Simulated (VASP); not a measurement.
Set up this calculation in VASP 6.6.1, as the native input.

```yaml
Task: single point
Functional: PBE
Potentials_or_basis: VASP PAW PBE potentials, release 64 (Pt)
Cutoff: 520 eV
k_mesh: 12 × 12 × 1
Occupations: fermi-dirac, width 0.08 eV
Spin: no spin polarisation
Dipole_correction: no
Further_INCAR_settings: ALGO = Normal; EDIFF = 1e-06; NBANDS = 39
```

The structure of Pt lies in POSCAR:

```
Pt
1.0
    2.8080030017      0.0000000000      0.0000000000
    0.0000000000      2.8080030017      0.0000000000
    0.0000000000      0.0000000000     25.9278000000
Pt
6
Direct
    0.2500000000      0.2500000000      0.3107378669
    0.7500000000      0.7500000000      0.3854489703
    0.2500000000      0.2500000000      0.4616921291
    0.7500000000      0.7500000000      0.5383078709
    0.2500000000      0.2500000000      0.6145510297
    0.7500000000      0.7500000000      0.6892621332
```

These files were run (other wordings do the same):

INCAR

```
SYSTEM = Pt
PREC     = Accurate       ! precision mode
ENCUT    = 520            ! plane-wave cutoff, eV
EDIFF    = 1E-6           ! SCF threshold, eV
ISMEAR   = -1             ! smearing method
SIGMA    = 0.08           ! smearing width, eV
LREAL    = .False.        ! projectors in reciprocal space
LASPH    = .True.         ! aspherical terms in the spheres
NELM     = 100            ! most SCF steps
ALGO     = Normal         ! electronic algorithm
ISIF     = 2              ! what is computed and relaxed
LWAVE    = .False.        ! write WAVECAR
LCHARG   = .True.         ! write CHGCAR
GGA      = PE             ! functional
LELF     = .True.         ! ELF
LVHAR    = .True.       
NBANDS   = 39             ! bands
```

KPOINTS

```
Automatic mesh
0
Gamma
  12 12 1
  0 0 0
```

Potentials or basis: VASP PAW PBE potentials, release 64 (Pt).

Run with:

```bash
$ cat potpaw_PBE.64/Pt/POTCAR > POTCAR
$ mpirun -np 1 vasp_std > vasp.out
```

Results of the run:

```
Largest force          : 0.018 eV/Å
Band gap on the k mesh : zero (bands 30 and 31 overlap by 1.41 eV)
```

Caveat: there is no dipole correction, which matters where the two faces differ; spin-orbit coupling is left out, which moves the levels of the heavy elements.

It took 2.9 min on 1 thread of Intel(R) Xeon(R) 6975P-C (Granite Rapids), with other jobs on the host, peak memory 0.4 GiB.
